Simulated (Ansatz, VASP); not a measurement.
**WS2: VASP beside Ansatz**

File POSCAR:

```
WS2
1.0
    1.5790001700      0.9116361700      6.1633291500
   -1.5790001700      0.9116361700      6.1633291500
    0.0000000000     -1.8232723400      6.1633291500
W S
1 2
Direct
    0.0000000000      0.0000000000      0.0000000000
    0.7503000000      0.7503000000      0.7503000000
    0.5810000000      0.5810000000      0.5810000000
```

INCAR.step1

```
ALGO = Normal
EDIFF = 1E-4
ENCUT = 520
GGA = PE
ISMEAR = 0
ISPIN = 2
LASPH = T
LCHARG = F
LDAU = T
LDAUJ = 0.5 0
LDAUL = 2 -1
LDAUTYPE = 1
LDAUU = 2.5 0
LMAXMIX = 4
LREAL = F
LWAVE = T
MAGMOM = 2 0 0
NBANDS = 24
NELM = 150
PREC = Accurate
SIGMA = 0.05
```

Contents of INCAR.step2:

```
ALGO = Normal
EDIFF = 1E-6
ENCUT = 520
ISIF = 2
ISMEAR = 0
ISPIN = 2
ISTART = 1
LASPH = T
LCHARG = F
LDAU = T
LDAUJ = 0.5 0
LDAUL = 2 -1
LDAUPRINT = 1
LDAUTYPE = 1
LDAUU = 2.5 0
LMAXMIX = 4
LMIXTAU = T
LORBIT = 11
LREAL = F
LWAVE = F
MAGMOM = 2 0 0
METAGGA = R2SCAN
NBANDS = 24
NELM = 150
PREC = Accurate
SIGMA = 0.05
```

File KPOINTS:

```
k-points
0
Gamma
  7 7 7
```

Input for Ansatz:

```yaml
crystal:
  lattice:
    - [1.57900017, 0.91163617, 6.16332915]
    - [-1.57900017, 0.91163617, 6.16332915]
    - [0.0, -1.82327234, 6.16332915]
  atoms:
    - { symbol: W, position: [0.0, 0.0, 0.0], spin: 2.0 }
    - { symbol: S, position: [0.7503, 0.7503, 0.7503] }
    - { symbol: S, position: [0.581, 0.581, 0.581] }
basis:
  ecutwfc: 500
  ecutrho_ratio: 4
kpoints:
  mp_grid: { grid: [7, 7, 7] }
hamiltonian:
  xc: r2scan
  hubbard: { sites: [{ site: 0, l: d, u: 2.5, j: 0.5 }] }
scf:
  occupations: { method: gaussian, width: 0.05 }
  lower_state_search: "off"
  max_iter: 150
output:
  forces: true
  stress: true
  eigenvalues: true
  populations: true
  hubbard: { sites: [{ site: 0, l: d }] }
magnetization:
  spin_polarized: true
```

Alike in both runs: task single point; functional r2SCAN; k mesh 7 × 7 × 7; occupations gaussian, width 0.05 eV; collinear spin; Hubbard terms W d U = 2.5 eV, J = 0.5 eV.

```csv
,VASP,Ansatz
version,VASP 6.6.1,Ansatz 0.2.0
potentials or method,"VASP PAW PBE potentials, release 64 (W_sv, S), cutoff 520 eV","scalar-relativistic, plane waves, PAW"
valence electrons in the cell,26,26
```

```tsv
	VASP	Ansatz	Ansatz less VASP
gap on the k mesh at the Fermi level (eV)	1.26	1.31	+0.050
least direct gap on the mesh (eV)	2.47	2.52	+0.054
pressure (GPa)	4.4	2.7	-1.72
traceless stress, the component that is largest in VASP (GPa)	-0.70	-0.84	-0.139
rms of the force components (eV/Å)	0.268	0.255	-0.0128
net moment per atom (μB)	0.00	0.00	0.000
```

VASP's potentials were made for PBE, not for r2SCAN. The programs project onto different local orbitals, so the same U acts differently, and such runs can settle in different states. Atom by atom the forces differ by 0.095 eV/Å (rms over components). Ansatz's warnings: seeded moment not kept, stability check not made.

Spin-orbit coupling is off throughout.
